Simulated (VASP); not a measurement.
Crystal: Mo.

```
Mo
1.0
    -1.58381    1.58381    1.58381
     1.58381   -1.58381    1.58381
     1.58381    1.58381   -1.58381
Mo
1
Direct
  0.00000 0.00000 0.00000
```

- Program: VASP 6.6.1
- Task: relaxation of cell and atoms
- Functional: PBEsol
- Dispersion: D4
- Potentials or basis: VASP PAW PBE potentials, release 64 (Mo_sv)
- Cutoff: 600 eV
- k mesh: 12 × 12 × 12
- Occupations: fermi-dirac, width 0.05 eV
- Spin: no spin polarisation

At the start: pressure -12.5 GPa; volume 15.89 Å³/atom.

Problem. Where does the relaxation end?

Solution. Over 7 steps the energy falls by 29.7 meV/atom and the volume is 15.16 Å³/atom (-4.6 %); space group Im-3m (No. 229, to 0.05 Å).

The path:
```tsv
step	energy change (eV)	largest force (eV/Å)	pressure (GPa)	volume (Å³)
1	0.0000	0.0000	-12.47	15.89
2	0.2602	0.0000	53.48	13.21
3	-0.0296	0.0000	-0.85	15.20
4	-0.0297	0.0000	-0.12	15.17
5	-0.0297	0.0000	0.15	15.15
6	-0.0296	0.0000	-0.36	15.18
7	-0.0297	0.0000	0.00	15.16
```

Final structure:
```yaml
crystal:
  lattice:
    - [-1.55912, 1.55912, 1.55912]
    - [1.55912, -1.55912, 1.55912]
    - [1.55912, 1.55912, -1.55912]
  atoms:
    - { symbol: Mo, position: [0.00000, 0.00000, 0.00000] }
```

Caveat: the PAW data sets were made with another functional, which shifts forces and pressure a little; pairwise dispersion overbinds metals, which lowers pressure and volume.
